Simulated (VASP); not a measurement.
NiO: single point with r2SCAN

Crystal: NiO.

```
Ni O
1.0
     0.00000    2.09432    2.09432
     2.09432    0.00000    2.09432
     2.09432    2.09432    0.00000
Ni O
1 1
Cartesian
  0.0000 0.0000 0.0000
  2.0943 2.0943 2.0943
```

```
Program             : VASP 6.6.1
Task                : single point
Functional          : r2SCAN
Potentials or basis : VASP PAW PBE potentials, release 64 (Ni_sv_GW, O)
Cutoff              : 770 eV
k mesh              : 14 × 14 × 14
Occupations         : gaussian, width 0.05 eV
Spin                : collinear spin, ferromagnetic start
Starting moments    : [1.83, 0.0] μB
```

* Pressure: -0.4 GPa
* Band gap on the k mesh: 0.85 eV (least direct gap 1.75 eV)
* Net moment: 2.00 μB per cell
* Site moments: Ni +1.70; O +0.27 μB
* Valence electrons inside the program's atomic spheres: Ni 16.10; O 5.05

Levels at points of the mesh, in eV from the valence-band top:
Spin up:
```
           k point  band 10  band 11  band 12  band 13  band 14  band 15  band 16  band 17
(0.00, 0.00, 0.00)    -3.05    -2.78    -2.78    -2.78     2.10    18.70    19.56    19.56
(0.50, 0.00, 0.00)    -2.46    -1.79     0.00     0.00     6.27    10.82    14.77    14.77
(0.50, 0.50, 0.00)    -3.66    -3.11    -2.13    -2.13     6.71    11.54    12.72    17.60
```
Spin down:
```
           k point  band 7  band 8  band 9  band 10  band 11  band 12  band 13  band 14  band 15  band 16
(0.00, 0.00, 0.00)   -2.16   -2.16   -2.13    -2.13    -2.13     0.85     0.86     2.67    18.79    19.90
(0.50, 0.00, 0.00)   -4.36   -4.36   -1.21    -1.21    -0.85     3.58     3.59     6.62    11.66    15.19
(0.50, 0.50, 0.00)   -3.55   -3.55   -3.03    -1.16    -1.16     1.32     1.86     7.35    12.19    13.10
```

Wall time 9.4 min on 1 thread of Intel(R) Xeon(R) Platinum 8375C CPU @ 2.90GHz (Ice Lake), with other jobs on the host, peak memory 0.3 GiB.

Caveat: the PAW data sets were made with another functional, which shifts forces and pressure a little; a cell with one magnetic atom can't hold antiferromagnetic order, which such compounds often take. A k mesh can miss the band edges.
